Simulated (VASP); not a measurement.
# Sb (P-1) in VASP: a series of runs

Aim: see how the results for Sb move with the level of theory and the settings. Levels: PBEsol-based screened hybrid, PBEsol-based global hybrid. Tasks: single point.

Everything below comes from runs of VASP 6.6.1. Logs are shortened: lines on timing, memory, paths and dates and some standing lists are left out, and cuts for length are marked.

## 1. The cell of the first run

The typed cell holds 1 atom: a = 3.459 Å, b = 3.554 Å, c = 3.342 Å, α = 58.62°, β = 55.56°, γ = 54.87°.

## 2. Single point, PBEsol-based screened hybrid

Input file POSCAR:

```
Sb
1.0
    0.1733647600      2.3885337500      2.4958692300
    2.4173055400      0.0646925500      2.6045414300
    2.3204533900      2.4003538000      0.1615447000
Sb
1
Direct
    0.0000000000      0.0000000000      0.0000000000
```

Input file INCAR.step1:

```
PREC     = Accurate       # precision mode
ENCUT    = 400            # plane-wave cutoff, eV
EDIFF    = 1E-5           # SCF threshold, eV
ISMEAR   = -1             # smearing method
SIGMA    = 0.05           # smearing width, eV
LREAL    = False          # projectors in reciprocal space
LASPH    = True           # aspherical terms in the spheres
NELM     = 120            # most SCF steps
ALGO     = Normal         # electronic algorithm
ISIF     = 2              # what is computed and relaxed
LWAVE    = True           # write WAVECAR
NBANDS   = 14             # bands
GGA      = PE             # functional
GGA_COMPAT= False
```

Input file INCAR.step2:

```
PREC     = Accurate       # precision mode
ENCUT    = 400            # plane-wave cutoff, eV
EDIFF    = 1E-6           # SCF threshold, eV
ISMEAR   = -1             # smearing method
SIGMA    = 0.05           # smearing width, eV
LREAL    = False          # projectors in reciprocal space
LASPH    = True           # aspherical terms in the spheres
NELM     = 120            # most SCF steps
ALGO     = Normal         # electronic algorithm
ISIF     = 2              # what is computed and relaxed
LWAVE    = False          # write WAVECAR
LCHARG   = True           # write CHGCAR
GGA      = PS             # functional
LHFCALC  = True           # exact exchange
AEXX     = 0.25           # exact-exchange fraction
HFSCREEN = 0.207          # screening, 1/A
PRECFOCK = Normal       
LELF     = True           # ELF
LVHAR    = True         
NBANDS   = 14             # bands
ISTART   = 1            
GGA_COMPAT= False
```

Input file KPOINTS:

```
Automatic mesh
0
Gamma
  5 5 5
```

Potentials or basis: VASP PAW PBE potentials, release 64 (Sb_d_GW).

Started as:

```console
> cat potpaw_PBE.64/Sb_d_GW/POTCAR > POTCAR
> cp INCAR.step1 INCAR
> mpirun -np 1 vasp_std > vasp.out
> cp INCAR.step2 INCAR
> mpirun -np 1 vasp_std > vasp.out
```

OUTCAR:

```text
PREC = Accurate
   ENCUT = 400
   EDIFF = 1E-6
   ISMEAR = -1
   LREAL = False
   LASPH = True
   NELM = 120
   ISIF = 2
   GGA = PS
   LHFCALC = True
   AEXX = 0.25
   HFSCREEN = 0.207
   PRECFOCK = Normal
   ISTART = 1

 ion  position               nearest neighbor table
   1  0.000  0.000  0.000-

  Warning from LATTYP: Got some problem with cell dimensions!
  Tried to take original basis but could not verify dimensions!
  LATTYP: Found a triclinic cell.
 ALAT       =     3.4589755750
 B/A-ratio  =     0.9663262552
 C/A-ratio  =     0.9344475022
 COS(alpha) =     0.0327225582
 COS(beta)  =     0.4374087776
 COS(gamma) =     0.5655612418

  Lattice vectors:

 A1 = (   0.1733647600,   2.3885337500,   2.4958692300)
 A2 = (   2.3204533900,   2.4003538000,   0.1615447000)
 A3 = (  -2.2439407800,   2.3238412000,  -0.1086722000)

Analysis of symmetry for initial positions (statically):
=====================================================================
 Subroutine PRICEL returns:
 Original cell was already a primitive cell.

 Routine SETGRP: Setting up the symmetry group for a
 triclinic supercell.

 Subroutine GETGRP returns: Found  2 space group operations
 (whereof  2 operations were pure point group operations)
 out of a pool of  2 trial point group operations.

The static configuration has the point symmetry S_2 .

Analysis of symmetry for dynamics (positions and initial velocities):
=====================================================================
 Subroutine PRICEL returns:
 Original cell was already a primitive cell.

 Routine SETGRP: Setting up the symmetry group for a
 triclinic supercell.

 Subroutine GETGRP returns: Found  2 space group operations
 (whereof  2 operations were pure point group operations)
 out of a pool of  2 trial point group operations.

The dynamic configuration has the point symmetry S_2 .

 Subroutine INISYM returns: Found  2 space group operations
 (whereof  2 operations are pure point group operations),
 and found     1 'primitive' translations

----------------------------------------------------------------------------------------

                                     Primitive cell

  volume of cell :      26.5282

  direct lattice vectors                    reciprocal lattice vectors
     0.173364760  2.388533750  2.495869230    -0.235273108  0.213102125  0.213066631
     2.417305540  0.064692550  2.604541430     0.211288965 -0.217261020  0.193241382
     2.320453390  2.400353800  0.161544700     0.228420051  0.210407962 -0.217225526

  length of vectors
     3.458975575  3.554038162  3.342498914     0.382313144  0.359426778  0.378990975

  position of ions in fractional coordinates (direct lattice)
     0.000000000  0.000000000  0.000000000

  ion indices of the primitive-cell ions
   primitive index   ion index
                 1           1

----------------------------------------------------------------------------------------

 KPOINTS: Automatic mesh

Automatic generation of k-mesh.
 Grid dimensions read from file:
 generate k-points for:    5    5    5

 Generating k-lattice:

  Cartesian coordinates                     Fractional coordinates (reciprocal lattice)
    -0.047054622  0.042620425  0.042613326     0.200000000  0.000000000  0.000000000
     0.042257793 -0.043452204  0.038648276     0.000000000  0.200000000 -0.000000000
     0.045684010  0.042081592 -0.043445105    -0.000000000 -0.000000000  0.200000000

  Length of vectors
     0.076462629  0.071885356  0.075798195

  Shift w.r.t. Gamma in fractional coordinates (k-lattice)
     0.000000000  0.000000000  0.000000000

 Subroutine IBZKPT returns following result:
 ===========================================

 Found     63 irreducible k-points:

 Following reciprocal coordinates:
            Coordinates               Weight
  0.000000  0.000000  0.000000      1.000000
  0.200000  0.000000  0.000000      2.000000
  0.400000 -0.000000 -0.000000      2.000000
 -0.000000  0.200000  0.000000      2.000000
  0.200000  0.200000  0.000000      2.000000
  0.400000  0.200000  0.000000      2.000000
[... 16 lines left out ...]
 -0.200000  0.200000  0.200000      2.000000
  0.000000  0.400000  0.200000      2.000000
 [... further k-points ...]
   k-points           NKPTS =     63   k-points in BZ     NKDIM =    125   number of bands    NBANDS=     14
   number of dos      NEDOS =    301   number of ions     NIONS =      1
   total plane-waves  NPLWV =  13824
   dimension x,y,z NGX =    24 NGY =   24 NGZ =   24
   dimension x,y,z NGXF=    48 NGYF=   48 NGZF=   48
   ions per type =               1
   NGX,Y,Z   is equivalent  to a cutoff of  11.53, 11.23, 11.94 a.u.
   NGXF,Y,Z  is equivalent  to a cutoff of  23.07, 22.45, 23.87 a.u.
 SYSTEM =  unknown system
   PREC   = accura    normal or accurate (medium, high low for compatibility)
   ISTART =      1    job   : 0-new  1-cont  2-samecut
   ICHARG =      0    charge: 1-file 2-atom 10-const
   ISPIN  =      1    spin polarized calculation?
   LNONCOLLINEAR =      F non collinear calculations
   LSORBIT =      F    spin-orbit coupling
   LASPH  =      T    aspherical Exc in radial PAW
   ENCUT  =  400.0 eV  29.40 Ry    5.42 a.u.   5.64  5.80  5.45*2*pi/ulx,y,z
   NELM   =    120;   NELMIN=  2; NELMDL=  0     # of ELM steps
   EDIFF  = 0.1E-05   stopping-criterion for ELM
   LREAL  =      F    real-space projection
   EDIFFG = 0.1E-04   stopping-criterion for IOM
   NSW    =      0    number of steps for IOM
   IBRION =     -1    ionic relax: 0-MD 1-quasi-New 2-CG
   NFREE  =      0    steps in history (QN), initial steepest desc. (CG)
   ISIF   =      2    stress and relaxation
   ISYM   =      3    0-nonsym 1-usesym 2-fastsym
   POTIM  = 0.5000    time-step for ionic-motion
   TEBEG  =    0.0;   TEEND  =   0.0 temperature during run
   PSTRESS=    0.0 pullay stress
   NELECT =      15.0000    total number of electrons
   NUPDOWN=      -1.0000    fix difference up-down
   EMIN   =  10.00;   EMAX   =-10.00  energy-range for DOS
   EFERMI =   0.00;   METHOD = LEGACY
   ISMEAR =    -1;   SIGMA  =   0.05  broadening in eV -4-tet -1-fermi 0-gaus
   EFERMI_NEDOS =   21; number of points for ismear=-14 and -15
   IALGO  =     38    algorithm
   IMIX   =      1    mixing-type and parameters
     AMIX     =   0.40;   BMIX     =  1.00
     AMIX_MAG =   1.60;   BMIX_MAG =  1.00
  volume/ion in A,a.u.               =      26.53       179.02
  Fermi-wavevector in a.u.,A,eV,Ry     =   1.353742  2.558202 24.934288  1.832619
  Thomas-Fermi vector in A             =   2.480972
   LORBIT       =      0    0 simple, 1 ext, 2 COOP (PROOUT), +10 PAW based schemes
   GGA     = PS    functional components
   LHFCALC =     T    Hartree Fock is set to
   PRECFOCK=normal    Normal, Fast or Accurate (Low or Medium for compatibility)
   ENCUT4O =  -1.0   cutoff for four orbital integrals eV
   NKREDX  =     1    reduce k-point grid by
   NKREDY  =     1    reduce k-point grid by
   NKREDZ  =     1    reduce k-point grid by
   AEXX    =    0.2500 exact exchange contribution
   HFSCREEN=    0.2070 screening length (either q_TF or 0.3 A-1)
   HFSCREENC=   0.2070 screening length for correlation (either q_TF or 0.3 A-1)
   ENCUTFOCK=  -1.0 apply spherical cutoff to Coloumb kernel
   IVDW    =     0    specifies the selected vdW correction
   LEPSILON=     F    determine dielectric tensor
   LRPA    =     F    only Hartree local field effects (RPA)
 non-spin polarized calculation
  energy-cutoff  :      400.00
  volume of cell :       26.53
 maximum number of plane-waves:       490
  NGX = 18; NGY = 18; NGZ = 18

 number of electron      14.9999995 magnetization

 Free energy of the ion-electron system (eV)
  ---------------------------------------------------
  ext. energy  EPLUGINS =         0.00000000
  ---------------------------------------------------
  free energy    TOTEN  =        -4.80426949 eV

  energy without entropy =       -4.79916952  energy(sigma->0) =       -4.80171950

 E-fermi :   6.2987     XC(G=0):  -8.9323

 val. band max:        6.2538397173   @ k =   0.4000  -0.4000   0.4000
 cond. band min:       6.3393783840   @ k =  -0.2000   0.2000   0.4000
 fundamental gap:      0.0855386668
 Fermi energy:         6.2986654952

 k-point     1 :       0.0000    0.0000    0.0000
  band No.  band energies     occupation
      1     -25.5390      2.00000
      2     -25.5138      2.00000
      3     -25.4895      2.00000
      4     -25.4623      2.00000
      5     -25.4250      2.00000
      6      -8.3002      2.00000
      7      10.9392      0.00000
      8      12.3242      0.00000
      9      13.6934      0.00000
     10      15.8213      0.00000
     11      17.2708      0.00000
     12      17.9057      0.00000
     13      19.3683      0.00000
     14      20.4480      0.00000

 k-point     2 :       0.2000    0.0000    0.0000
  band No.  band energies     occupation
      1     -25.5032      2.00000
      2     -25.4966      2.00000
      3     -25.4868      2.00000
      4     -25.4620      2.00000
      5     -25.4341      2.00000
      6      -7.3113      2.00000
      7       8.2058      0.00000
      8      10.3957      0.00000
      9      11.2131      0.00000
     10      15.2338      0.00000
     11      17.1216      0.00000
     12      18.2079      0.00000
     13      19.2651      0.00000
     14      20.1810      0.00000

 k-point     3 :       0.4000   -0.0000   -0.0000
  band No.  band energies     occupation
      1     -25.5159      2.00000
      2     -25.5023      2.00000
      3     -25.4582      2.00000
      4     -25.4218      2.00000
      5     -25.4090      2.00000
      6      -4.4479      2.00000
      7       1.5316      2.00000
      8       9.3357      0.00000
      9      10.4708      0.00000
     10      14.2809      0.00000
     11      15.8305      0.00000
     12      17.1047      0.00000
     13      17.2026      0.00000
     14      22.1567      0.00000
[... 324 lines left out ...]
 k-point    23 :      -0.2000    0.2000    0.2000
  band No.  band energies     occupation
      1     -25.5285      2.00000
      2     -25.4853      2.00000
      3     -25.4524      2.00000
      4     -25.4288      2.00000
      5     -25.4079      2.00000
      6      -4.5552      2.00000
      7       3.3831      2.00000
      8       7.9922      0.00000
      9       8.3077      0.00000
     10      12.9412      0.00000
     11      14.9064      0.00000
     12      18.4612      0.00000
     13      20.3715      0.00000
     14      21.9103      0.00000

 k-point    24 :       0.0000    0.4000    0.2000
  band No.  band energies     occupation
      1     -25.5086      2.00000
      2     -25.4967      2.00000
      3     -25.4690      2.00000
      4     -25.4408      2.00000
      5     -25.4087      2.00000
      6      -5.0664      2.00000
      7       3.2298      2.00000
      8       8.0495      0.00000
      9       8.4024      0.00000
     10      13.2043      0.00000
     11      16.9411      0.00000
     12      20.3095      0.00000
     13      21.2721      0.00000
     14      24.1893      0.00000

 [... further k-points ...]

------------------------ aborting loop because EDIFF is reached ----------------------------------------

  FORCE on cell =-STRESS in cart. coord.  units (eV):
  Direction    XX          YY          ZZ          XY          YZ          ZX
  --------------------------------------------------------------------------------------
  -------------------------------------------------------------------------------------
  Total       -0.4355903     -0.2290785     -0.3611729     -0.2528611     -0.1107374      0.2979597
  in kB      -26.3075925    -13.8352558    -21.8131335    -15.2716122     -6.6880164     17.9953553
  external PRESSURE =     -20.6519939 kB  Pullay stress =       0.0000000 kB

 VOLUME and BASIS-vectors are now :
 -----------------------------------------------------------------------------
  energy-cutoff  :      400.00
  volume of cell :       26.53
      direct lattice vectors                 reciprocal lattice vectors
     0.173364760  2.388533750  2.495869230    -0.235273108  0.213102125  0.213066631
     2.417305540  0.064692550  2.604541430     0.211288965 -0.217261020  0.193241382
     2.320453390  2.400353800  0.161544700     0.228420051  0.210407962 -0.217225526

 POSITION                                       TOTAL-FORCE (eV/Angst)
 -----------------------------------------------------------------------------------
      0.00000      0.00000      0.00000         0.000000     -0.000000      0.000000
 -----------------------------------------------------------------------------------
    total drift:                                0.000001      0.000001      0.000002

  FREE ENERGIE OF THE ION-ELECTRON SYSTEM (eV)
  ---------------------------------------------------
  free  energy   TOTEN  =        -4.8042694883 eV

  energy  without entropy=       -4.7991695185  energy(sigma->0) =       -4.80171950
```

It took 19 min on 1 thread of Intel Xeon 6975P-C (Granite Rapids), shared host; peak memory 0.26 GiB.

What came out:

* Free energy: -4.8043 eV
* Pressure: -2.1 GPa

Caveat: the k points lie up to 0.48 Å⁻¹ apart; the PAW data sets were made with another functional, which shifts forces and pressure a little; spin-orbit coupling is left out, which moves the levels of the heavy elements.

(Part 1 of 2 ends here.)
